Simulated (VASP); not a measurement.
# Sn (Fd-3m) in VASP: a series of runs, part 2 of 2

VASP 6.6.1.

**3. Single point, PBE**

This run uses another cell than the first one, of 36.86 Å³/atom.

Contents of INCAR:

```
SYSTEM = Sn
  PREC = Accurate
  ENCUT = 520
  EDIFF = 1E-6
  ISMEAR = 0
  SIGMA = 0.1
  LREAL = .False.
  LASPH = .True.
  NELM = 60
  ALGO = Fast
  ISIF = 2
  LWAVE = .False.
  LCHARG = .True.
  GGA = PE
  LELF = .True.
  LVHAR = .True.
  NBANDS = 21
  ISYM = 0
```

Contents of KPOINTS:

```
Automatic mesh
0
Gamma
  8 5 15
  0 0 0
```

Contents of POSCAR:

```
Sn
1.0
    4.7067116633      0.0000000000      0.0000000000
    0.0000000000      6.6562954684      0.0000000000
    2.3533558316      3.3281477342      2.3533558316
Sn
2
Direct
    0.0000000000      0.5000000000      0.0000000000
    0.5000000000      0.7500000000      0.0000000000
```

Potentials or basis: VASP PAW PBE potentials, release 64 (Sn_d).

Started as:

```
$ cat potpaw_PBE.64/Sn_d/POTCAR > POTCAR
$ mpirun -np 1 vasp_std > vasp.out
```

OUTCAR:

```text
SYSTEM = Sn
   PREC = Accurate
   ENCUT = 520
   EDIFF = 1E-6
   ISMEAR = 0
   LREAL = .False.
   LASPH = .True.
   NELM = 60
   ISIF = 2
   GGA = PE
   ISYM = 0

 ion  position               nearest neighbor table
   1  0.000  0.500  0.000-   2 2.88   2 2.88   2 2.88   2 2.88
   2  0.500  0.750  0.000-   1 2.88   1 2.88   1 2.88   1 2.88

IMPORTANT INFORMATION: All symmetrisations will be switched off!
NOSYMM: (Re-)initialisation of all symmetry stuff for point group C_1.

[... 753 lines left out ...]
  Direction    XX          YY          ZZ          XY          YZ          ZX
  --------------------------------------------------------------------------------------
  -------------------------------------------------------------------------------------
  Total       -0.0135948     -0.0314431     -0.0594125      0.0000263      0.0001160      0.0010443
  in kB       -0.2954234     -0.6832799     -1.2910719      0.0005707      0.0025207      0.0226941
  external PRESSURE =      -0.7565917 kB  Pullay stress =       0.0000000 kB

 VOLUME and BASIS-vectors are now :
 -----------------------------------------------------------------------------
  energy-cutoff  :      520.00
  volume of cell :       73.73
      direct lattice vectors                 reciprocal lattice vectors
     4.706711663  0.000000000  0.000000000     0.212462558  0.000000000 -0.212462558
     0.000000000  6.656295468  0.000000000     0.000000000  0.150233716 -0.212462558
     2.353355832  3.328147734  2.353355832     0.000000000  0.000000000  0.424925116

 POSITION                                       TOTAL-FORCE (eV/Angst)
 -----------------------------------------------------------------------------------
      0.00000      3.32815      0.00000        -0.000004      0.012075     -0.000001
      2.35336      4.99222      0.00000         0.000004     -0.012075      0.000001
 -----------------------------------------------------------------------------------
    total drift:                                0.000005      0.000001      0.000004

  FREE ENERGIE OF THE ION-ELECTRON SYSTEM (eV)
  ---------------------------------------------------
  free  energy   TOTEN  =        -7.6927655284 eV

  energy  without entropy=       -7.6915798921  energy(sigma->0) =       -7.69217271
```

OSZICAR:

```text
N       E                     dE             d eps       ncg     rms          rms(c)
DAV:   1     0.228845884033E+03    0.22885E+03   -0.14818E+04 12847   0.188E+03
DAV:   2     0.175819901414E+02   -0.21126E+03   -0.20682E+03 12727   0.443E+02
DAV:   3    -0.690977515711E+01   -0.24492E+02   -0.24358E+02 14927   0.140E+02
DAV:   4    -0.770862419250E+01   -0.79885E+00   -0.79858E+00 14247   0.287E+01
DAV:   5    -0.773618058069E+01   -0.27556E-01   -0.27556E-01 18604   0.519E+00    0.287E+00
RMM:   6    -0.770480557477E+01    0.31375E-01   -0.20713E-02 15630   0.178E+00    0.171E+00
RMM:   7    -0.769009319721E+01    0.14712E-01   -0.42974E-02 15823   0.220E+00    0.155E-01
RMM:   8    -0.769207664044E+01   -0.19834E-02   -0.85541E-03 15215   0.834E-01    0.544E-02
RMM:   9    -0.769268079145E+01   -0.60415E-03   -0.31276E-03 17750   0.525E-01    0.383E-02
RMM:  10    -0.769275182191E+01   -0.71030E-04   -0.67609E-04 17727   0.233E-01    0.143E-02
RMM:  11    -0.769276465339E+01   -0.12831E-04   -0.11013E-04 20557   0.816E-02    0.463E-03
RMM:  12    -0.769276550808E+01   -0.85469E-06   -0.10300E-05 16855   0.267E-02    0.160E-03
RMM:  13    -0.769276552843E+01   -0.20351E-07   -0.21924E-06 11120   0.133E-02
   1 F= -.76927655E+01 E0= -.76921727E+01  d E =-.118564E-02
```

It took 22 min on 1 thread of AMD EPYC 7R43 (Zen 3), shared host; peak memory 0.47 GiB.

What came out:

| Property | Result |
| --- | --- |
| Free energy | -7.6928 eV |
| Pressure | -0.1 GPa |
| Band gap on the k mesh | zero (bands 14 and 15 overlap by 0.17 eV) |

Levels at points of the mesh, in eV from the Fermi level:
| k point | band 10 | band 11 | band 12 | band 13 | band 14 | band 15 | band 16 | band 17 | band 18 | band 19 |
| --- | --- | --- | --- | --- | --- | --- | --- | --- | --- | --- |
| (0.00, 0.00, 0.00) | -21.23 | -10.10 | -1.14 | 0.10 | 0.10 | 0.10 | 2.16 | 2.16 | 2.16 | 4.98 |
| (0.50, 0.00, 0.00) | -21.17 | -7.25 | -7.25 | -2.21 | -2.21 | 0.92 | 0.92 | 7.26 | 7.26 | 8.79 |

Caveat: spin-orbit coupling is left out, which moves the levels of the heavy elements.
